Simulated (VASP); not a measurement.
# BH3 (P2_1/c) in VASP: single point with r2SCAN

Aim: the single point of BH3 with r2SCAN.

All numbers are computed with VASP 6.6.1; they aren't measurements. Logs are shortened: lines on timing, memory, paths and dates and some standing lists are left out, and cuts for length are marked.

### Step 1. The cell of the first run

Symmetry: P2_1/c, No. 14, monoclinic system. The conventional cell has a = 4.457 Å, b = 6.578 Å, c = 6.319 Å, α = 90.00°, β = 117.40°, γ = 90.00°. Within 1.6 Å of H (site symmetry 1) lie 1 B at 1.18 Å. Within 1.8 Å of H (site symmetry 1) lie 2 B at 1.34 to 1.35 Å. H (site symmetry 1) has 1 B at 1.18 Å within 1.6 Å. Within 1.6 Å of B (site symmetry 1) lie 4 H at 1.18 to 1.35 Å.

### Step 2. Single point, r2SCAN

The input, POSCAR:

```
BH3
1.0
    4.4567946700      0.0000000000      0.0000000000
    0.0000000000      6.5781815800      0.0000000000
   -1.5493288800      0.0000000000      5.6102507400
H B
12 4
Direct
    0.2120000000      0.5070000000      0.8060000000
    0.2880000000      0.0070000000      0.6940000000
    0.7880000000      0.4930000000      0.1940000000
    0.7120000000      0.9930000000      0.3060000000
    0.1200000000      0.3740000000      0.4790000000
    0.3800000000      0.8740000000      0.0210000000
    0.8800000000      0.6260000000      0.5210000000
    0.6200000000      0.1260000000      0.9790000000
    0.7970000000      0.3540000000      0.6690000000
    0.7030000000      0.8540000000      0.8310000000
    0.2030000000      0.6460000000      0.3310000000
    0.2970000000      0.1460000000      0.1690000000
    0.0020500000      0.4587100000      0.6450700000
    0.4979500000      0.9587100000      0.8549300000
    0.9979500000      0.5412900000      0.3549300000
    0.5020500000      0.0412900000      0.1450700000
```

The input, INCAR.step1:

```
SYSTEM = BH3
PREC = Accurate
ENCUT = 520
ISMEAR = -1
SIGMA = 0.1
LREAL = Auto
LASPH = .True.
NELM = 100
NBANDS = 26
GGA = PE
ALGO = Normal
EDIFF = 1E-4
LWAVE = .True.
LCHARG = .False.
```

The input, INCAR.step2:

```
SYSTEM = BH3
PREC = Accurate
ENCUT = 520
EDIFF = 1E-7
ISMEAR = -1
SIGMA = 0.1
LREAL = Auto
LASPH = .True.
NELM = 100
ALGO = Normal
ISIF = 2
LWAVE = .False.
LCHARG = .True.
METAGGA = R2SCAN
LMIXTAU = .True.
LELF = .True.
LVHAR = .True.
NBANDS = 26
ISTART = 1
```

The input, KPOINTS:

```
Automatic mesh
0
Gamma
  6 4 4
  0 0 0
```

Potentials or basis: VASP PAW PBE potentials, release 64 (H, B).

Run with:

```bash
cat potpaw_PBE.64/H/POTCAR potpaw_PBE.64/B/POTCAR > POTCAR
cp INCAR.step1 INCAR
mpirun -np 1 vasp_std > vasp.out
cp INCAR.step2 INCAR
mpirun -np 1 vasp_std > vasp.out
```

OUTCAR:

```text
SYSTEM = BH3
   PREC = Accurate
   ENCUT = 520
   EDIFF = 1E-7
   ISMEAR = -1
   LREAL = Auto
   LASPH = .True.
   NELM = 100
   ISIF = 2
   METAGGA = R2SCAN
   ISTART = 1

 ion  position               nearest neighbor table
   1  0.212  0.507  0.806-  13 1.18
   2  0.288  0.007  0.694-  14 1.18
   3  0.788  0.493  0.194-  15 1.18
   4  0.712  0.993  0.306-  16 1.18
   5  0.120  0.374  0.479-  13 1.34  15 1.35
   6  0.380  0.874  0.021-  14 1.34  16 1.35
   7  0.880  0.626  0.521-  15 1.34  13 1.35
   8  0.620  0.126  0.979-  16 1.34  14 1.35
   9  0.797  0.354  0.669-  13 1.18
  10  0.703  0.854  0.831-  14 1.18
  11  0.203  0.646  0.331-  15 1.18
  12  0.297  0.146  0.169-  16 1.18
  13  0.002  0.459  0.645-   1 1.18   9 1.18   5 1.34   7 1.35  15 1.77
  14  0.498  0.959  0.855-   2 1.18  10 1.18   6 1.34   8 1.35  16 1.77
  15  0.998  0.541  0.355-   3 1.18  11 1.18   7 1.34   5 1.35  13 1.77
  16  0.502  0.041  0.145-   4 1.18  12 1.18   8 1.34   6 1.35  14 1.77

  LATTYP: Found a simple monoclinic cell.
 ALAT       =     4.4567946700
 B/A-ratio  =     1.4759893751
 C/A-ratio  =     1.3059277869
 COS(beta)  =    -0.2661961853

  Lattice vectors:

 A1 = (   4.4567946700,   0.0000000000,   0.0000000000)
 A2 = (   0.0000000000,   6.5781815800,   0.0000000000)
 A3 = (  -1.5493288800,   0.0000000000,   5.6102507400)

Analysis of symmetry for initial positions (statically):
=====================================================================
 Subroutine PRICEL returns:
 Original cell was already a primitive cell.

 Routine SETGRP: Setting up the symmetry group for a
 simple monoclinic supercell.

 Subroutine GETGRP returns: Found  4 space group operations
 (whereof  2 operations were pure point group operations)
 out of a pool of  4 trial point group operations.

The static configuration has the point symmetry S_2 .
 The point group associated with its full space group is C_2h.

Analysis of symmetry for dynamics (positions and initial velocities):
=====================================================================
 Subroutine PRICEL returns:
 Original cell was already a primitive cell.

 Routine SETGRP: Setting up the symmetry group for a
 simple monoclinic supercell.

 Subroutine GETGRP returns: Found  4 space group operations
 (whereof  2 operations were pure point group operations)
 out of a pool of  4 trial point group operations.

The dynamic configuration has the point symmetry S_2 .
 The point group associated with its full space group is C_2h.

 Subroutine INISYM returns: Found  4 space group operations
[... 131 lines left out ...]
   ISIF   =      2    stress and relaxation
   ISYM   =      2    0-nonsym 1-usesym 2-fastsym
   POTIM  = 0.5000    time-step for ionic-motion
   TEBEG  =    0.0;   TEEND  =   0.0 temperature during run
   PSTRESS=    0.0 pullay stress
   NELECT =      24.0000    total number of electrons
   NUPDOWN=      -1.0000    fix difference up-down
   EMIN   =  10.00;   EMAX   =-10.00  energy-range for DOS
   EFERMI =   0.00;   METHOD = LEGACY
   ISMEAR =    -1;   SIGMA  =   0.10  broadening in eV -4-tet -1-fermi 0-gaus
   EFERMI_NEDOS =   21; number of points for ismear=-14 and -15
   IALGO  =     38    algorithm
   IMIX   =      4    mixing-type and parameters
     AMIX     =   0.40;   BMIX     =  1.00
     AMIX_MAG =   1.60;   BMIX_MAG =  1.00
  volume/ion in A,a.u.               =      10.28        69.37
  Fermi-wavevector in a.u.,A,eV,Ry     =   0.861870  1.628698 10.106673  0.742820
  Thomas-Fermi vector in A             =   1.979588
   LORBIT       =      0    0 simple, 1 ext, 2 COOP (PROOUT), +10 PAW based schemes
   METAGGA = R2SCAN    functional components
   LHFCALC =     F    Hartree Fock is set to
   AEXX    =    0.0000 exact exchange contribution
   IVDW    =     0    specifies the selected vdW correction
   LEPSILON=     F    determine dielectric tensor
   LRPA    =     F    only Hartree local field effects (RPA)
 non-spin polarized calculation
  energy-cutoff  :      520.00
  volume of cell :      164.48
 maximum number of plane-waves:      4448
 NGX is ok and might be reduce to    36
   NGX = 17   NGY = 25   NGZ = 21

 number of electron      24.0000003 magnetization

 Free energy of the ion-electron system (eV)
  ---------------------------------------------------
  ext. energy  EPLUGINS =         0.00000000
  ---------------------------------------------------
  free energy    TOTEN  =       -71.49197220 eV

  energy without entropy =      -71.49197220  energy(sigma->0) =      -71.49197220

 E-fermi :  -2.6946     XC(G=0):  -6.9148

 val. band max:       -5.0109141339   @ k =   0.0000   0.0000   0.0000
 cond. band min:       1.0585159703   @ k =   0.1667   0.0000   0.0000
 fundamental gap:      6.0694301042
 Fermi energy:        -2.6946324161

 k-point     1 :       0.0000    0.0000    0.0000
  band No.  band energies     occupation
      1     -14.2651      2.00000
      2     -13.9227      2.00000
      3      -8.8555      2.00000
      4      -8.6515      2.00000
      5      -7.8642      2.00000
      6      -7.5358      2.00000
[... 637 lines left out ...]
     23       6.9310      0.00000
     24       7.1814      0.00000

 [... further k-points ...]

 [bands above 24 left out]

------------------------ aborting loop because EDIFF is reached ----------------------------------------

  FORCE on cell =-STRESS in cart. coord.  units (eV):
  Direction    XX          YY          ZZ          XY          YZ          ZX
  --------------------------------------------------------------------------------------
  -------------------------------------------------------------------------------------
  Total       -0.0109888     -1.8260980     -0.3885720      0.0000000      0.0000000      0.6144297
  in kB       -0.1070409    -17.7878688     -3.7850476      0.0000000      0.0000000      5.9851084
  external PRESSURE =      -7.2266524 kB  Pullay stress =       0.0000000 kB

 VOLUME and BASIS-vectors are now :
 -----------------------------------------------------------------------------
  energy-cutoff  :      520.00
  volume of cell :      164.48
      direct lattice vectors                 reciprocal lattice vectors
     4.456794670  0.000000000  0.000000000     0.224376502  0.000000000  0.061963896
     0.000000000  6.578181580  0.000000000     0.000000000  0.152017695  0.000000000
    -1.549328880  0.000000000  5.610250740     0.000000000  0.000000000  0.178245153

 POSITION                                       TOTAL-FORCE (eV/Angst)
 -----------------------------------------------------------------------------------
     -0.30392      3.33514      4.52186         0.121841      0.093277      0.257851
      0.20832      0.04605      3.89351        -0.121841      0.093277     -0.257851
      3.21138      3.24304      1.08839        -0.121841     -0.093277     -0.257851
      2.69914      6.53213      1.71674         0.121841     -0.093277      0.257851
     -0.20731      2.46024      2.68731        -0.260952      0.460980     -0.052238
      1.66105      5.74933      0.11782         0.260952      0.460980      0.052238
[... 8 lines left out ...]
      3.89775      3.56070      1.99125        -0.103658     -0.177686      0.655788
      2.01277      0.27161      0.81388         0.103658     -0.177686     -0.655788
 -----------------------------------------------------------------------------------
    total drift:                               -0.000000     -0.000000      0.000000

  FREE ENERGIE OF THE ION-ELECTRON SYSTEM (eV)
  ---------------------------------------------------
  free  energy   TOTEN  =       -71.4919721999 eV

  energy  without entropy=      -71.4919721997  energy(sigma->0) =      -71.49197220
```

OUTCAR.step1:

```text
SYSTEM = BH3
   PREC = Accurate
   ENCUT = 520
   ISMEAR = -1
   LREAL = Auto
   LASPH = .True.
   NELM = 100
[... 922 lines left out ...]
      1.66105      5.74933      0.11782         0.202183      0.374168      0.061393
[... 8 lines left out ...]
      3.89775      3.56070      1.99125        -0.131835     -0.224797      0.780495
      2.01277      0.27161      0.81388         0.131835     -0.224797     -0.780495
 -----------------------------------------------------------------------------------
    total drift:                               -0.000000     -0.000000      0.000000

  FREE ENERGIE OF THE ION-ELECTRON SYSTEM (eV)
  ---------------------------------------------------
  free  energy   TOTEN  =       -67.9744274448 eV

  energy  without entropy=      -67.9744274447  energy(sigma->0) =      -67.97442744
```

OSZICAR.step1:

```text
N       E                     dE             d eps       ncg     rms          rms(c)
DAV:   1     0.340351909542E+02    0.34035E+02   -0.93192E+03  2184   0.736E+02
DAV:   2    -0.682343891000E+02   -0.10227E+03   -0.98508E+02  2686   0.147E+02
DAV:   3    -0.741847250852E+02   -0.59503E+01   -0.59250E+01  2898   0.352E+01
DAV:   4    -0.742318503674E+02   -0.47125E-01   -0.47103E-01  2846   0.348E+00
DAV:   5    -0.742323737322E+02   -0.52336E-03   -0.52331E-03  3052   0.341E-01    0.130E+01
DAV:   6    -0.694997140072E+02    0.47327E+01   -0.36537E+00  2532   0.747E+00    0.722E+00
DAV:   7    -0.679763314508E+02    0.15234E+01   -0.35561E+00  2706   0.718E+00    0.168E+00
DAV:   8    -0.679750533012E+02    0.12781E-02   -0.26550E-01  2544   0.235E+00    0.335E-01
DAV:   9    -0.679728039477E+02    0.22494E-02   -0.26865E-02  2772   0.735E-01    0.200E-01
DAV:  10    -0.679742305577E+02   -0.14266E-02   -0.28713E-03  2534   0.254E-01    0.733E-02
DAV:  11    -0.679744599396E+02   -0.22938E-03   -0.79015E-04  2650   0.144E-01    0.302E-02
DAV:  12    -0.679744274448E+02    0.32495E-04   -0.12361E-04  1784   0.522E-02
   1 F= -.67974427E+02 E0= -.67974427E+02  d E =-.117551E-09
```

Run time: 7.1 min. Hardware: 1 thread of Intel Xeon Platinum 8488C (Sapphire Rapids), shared host; peak memory 0.37 GiB.

Results:

| Quantity | Value |
| --- | --- |
| Free energy | -71.4920 eV |
| Pressure | -0.7 GPa |
| Largest force | 0.687 eV/Å |
| Band gap on the k mesh | 6.07 eV (least direct gap 6.09 eV) |

Forces in eV/Å, atoms in the order of the input:
```
H    0.122  0.093  0.258
H   -0.122  0.093 -0.258
H   -0.122 -0.093 -0.258
H    0.122 -0.093  0.258
H   -0.261  0.461 -0.052
H    0.261  0.461  0.052
H    0.261 -0.461  0.052
H   -0.261 -0.461 -0.052
H   -0.169 -0.077  0.056
H    0.169 -0.077 -0.056
H    0.169  0.077 -0.056
H   -0.169  0.077  0.056
B    0.104  0.178 -0.656
B   -0.104  0.178  0.656
B   -0.104 -0.178  0.656
B    0.104 -0.178 -0.656
```

Caveat: the PAW data sets were made with another functional, which shifts forces and pressure a little.
